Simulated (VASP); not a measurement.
Wanted: the native input for a VASP 6.6.1 run.

```yaml
Task: single point
Functional: PBE
Potentials_or_basis: VASP PAW PBE potentials, release 64 (Nd, Sb, Rh_pv)
Cutoff: 520 eV
k_mesh: 4 × 4 × 4
Occupations: gaussian, width 0.1 eV
Spin: collinear spin, ferromagnetic start
Starting_moments: "[0.0, 0.0, 0.0, 0.0, 1.0] μB"
Dipole_correction: no
Further_INCAR_settings: ALGO = Normal; EDIFF = 1e-07; NBANDS = 38
```

The structure of Nd2Sb2Rh lies in POSCAR:

```
Nd2Sb2Rh
1.0
    4.5773732428      0.0000000000      0.0000000000
    0.0000000000      4.5773732428      0.0000000000
    0.0000000000      0.0000000000      6.9549945151
Nd Sb Rh
2 2 1
Direct
    0.5000000000      0.0000000000      0.5000000000
    0.0000000000      0.5000000000      0.5000000000
    0.5000000000      0.5000000000      0.8090863662
    0.5000000000      0.5000000000      0.1909136338
    0.0000000000      0.0000000000      0.0000000000
```

The cell was generated, and may not be a known phase.

The input as run:

INCAR

```
PREC = Accurate ; ENCUT = 520
EDIFF = 1E-7 ; ISMEAR = 0
SIGMA = 0.1 ; LREAL = False
LASPH = True ; NELM = 150
ALGO = Normal ; ISIF = 2
LWAVE = False ; LCHARG = False
ISPIN = 2 ; MAGMOM = 0 0 0 0 1
LORBIT = 11 ; LMAXMIX = 6
GGA = PE ; NBANDS = 38
```

KPOINTS

```
Automatic mesh
0
Gamma
  4 4 4
```

Potentials or basis: VASP PAW PBE potentials, release 64 (Nd, Sb, Rh_pv).

Run with:

```sh
$ cat potpaw_PBE.64/Nd/POTCAR potpaw_PBE.64/Sb/POTCAR potpaw_PBE.64/Rh_pv/POTCAR > POTCAR
$ mpirun -np 1 vasp_std > vasp.out
```

It gave:

```json
{"Pressure": "-2.2 GPa", "Largest force": "0.435 eV/Å", "Net moment": "-0.11 μB per cell", "Site moments": "Nd +0.33; Sb -0.03; Rh -0.54 μB", "Valence electrons inside the program's atomic spheres": "Nd 11.19; Sb 2.46; Rh 13.46"}
```

Caveat: the magnetic or orbital state may not be the lowest.

Run time: 13 min on 1 thread of Intel(R) Xeon(R) 6975P-C (Granite Rapids), with other jobs on the host, peak memory 0.4 GiB.
